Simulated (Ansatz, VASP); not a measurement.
## KTaO3: VASP beside Ansatz

File INCAR:

```
  ALGO = Normal
  EDIFF = 1E-6
  ENCUT = 520
  GGA = PS
  ISIF = 2
  ISMEAR = 0
  LASPH = T
  LCHARG = F
  LREAL = F
  LWAVE = F
  NBANDS = 27
  NELM = 80
  PREC = Accurate
  SIGMA = 0.05
```

File KPOINTS:

```
k-points
0
Gamma
  8 8 8
```

The input POSCAR:

```
KTaO3
1.0
    4.1007051413      0.0000000000      0.0000000000
    0.0000000000      4.1007051413      0.0000000000
    0.0000000000      0.0000000000      3.7726487300
K Ta O
1 1 3
Direct
    0.5000000000      0.5000000000      0.5000000000
    0.0000000000      0.0000000000      0.0000000000
    0.5000000000      0.0000000000      0.0000000000
    0.0000000000      0.5000000000      0.0000000000
    0.0000000000      0.0000000000      0.5000000000
```

Input for Ansatz:

```yaml
crystal:
  lattice:
    - [4.1007051413, 0.0, 0.0]
    - [0.0, 4.1007051413, 0.0]
    - [0.0, 0.0, 3.77264873]
  atoms:
    - { symbol: K, position: [0.5, 0.5, 0.5] }
    - { symbol: Ta, position: [0.0, 0.0, 0.0] }
    - { symbol: O, position: [0.5, 0.0, 0.0] }
    - { symbol: O, position: [0.0, 0.5, 0.0] }
    - { symbol: O, position: [0.0, 0.0, 0.5] }
basis:
  ecutwfc: 420
kpoints:
  mp_grid: { grid: [8, 8, 8] }
hamiltonian:
  xc: pbesol
scf:
  occupations: { method: gaussian, width: 0.05 }
output:
  forces: true
  stress: true
  eigenvalues: true
```

Alike in both runs: task single point; functional PBEsol; k mesh 8 × 8 × 8; occupations gaussian, width 0.05 eV; no spin polarisation.

|  | VASP | Ansatz |
| --- | --- | --- |
| version | VASP 6.6.1 | Ansatz 0.2.0 |
| potentials or method | VASP PAW PBE potentials, release 64 (K_sv, Ta_pv, O), cutoff 520 eV | scalar-relativistic, plane waves, PAW |
| valence electrons in the cell | 38 | 40 |

Ansatz gave:

| Quantity | Value |
| --- | --- |
| gap on the k mesh at the Fermi level (eV) | 1.97 |
| least direct gap on the mesh (eV) | 2.54 |
| pressure (GPa) | 2.3 |
| traceless stress, the component that is largest in VASP (GPa) | 23.62 |

Q: What did VASP give for the same quantities?

A: gap on the k mesh at the Fermi level (eV): 1.93; least direct gap on the mesh (eV): 2.49; pressure (GPa): 3.1; traceless stress, the component that is largest in VASP (GPa): 24.07.

VASP's potentials were made for PBE, not for PBEsol. VASP's potentials hold 38 valence electrons a cell and Ansatz's 40, so a difference there can come from the potentials and not from the codes.

Neither program's run includes spin-orbit coupling.
